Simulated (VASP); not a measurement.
## I: single point with PBE

Crystal: I.

```
I
1.0
     2.75787    0.00000    0.00000
    -1.37893    2.38839    0.00000
     0.00000    0.00000    4.70276
I
2
Direct
  0.33333 0.66667 0.25000
  0.66667 0.33333 0.75000
```

This cell differs from its parent crystal: volume scaled by 0.4.

```
Program                : VASP 6.6.1
Task                   : single point
Functional             : PBE
Potentials or basis    : VASP PAW PBE potentials, release 64 (I)
Cutoff                 : 520 eV
k mesh                 : 12 × 12 × 7
Occupations            : fermi-dirac, width 0.08 eV
Spin                   : no spin polarisation
Dipole correction      : no
Further INCAR settings : ALGO = Normal; EDIFF = 1e-06; NBANDS = 14
```

```
Pressure               : 154.5 GPa
Band gap on the k mesh : zero (band 7 reaches 24.31 eV, above the bottom of band 8 at 14.27 eV)
```

Stress tensor (GPa, compression positive):
```
154.23   0.00   0.00
  0.00 154.23   0.00
  0.00   0.00 155.18
```

Levels at points of the mesh, in eV from the Fermi level:
```
           k point  band 4  band 5  band 6  band 7  band 8  band 9  band 10  band 11
(0.00, 0.00, 0.00)    2.39    2.39    3.55    4.82    4.82    7.39     7.75     9.60
(0.50, 0.00, 0.00)   -9.13   -7.56   -4.58   -3.13    1.60    2.18     6.35     8.29
```

Run time: 14 s on 1 thread of Intel(R) Xeon(R) 6975P-C (Granite Rapids), with other jobs on the host, peak memory 0.16 GiB.

Caveat: spin-orbit coupling is left out, which moves the levels of the heavy elements.
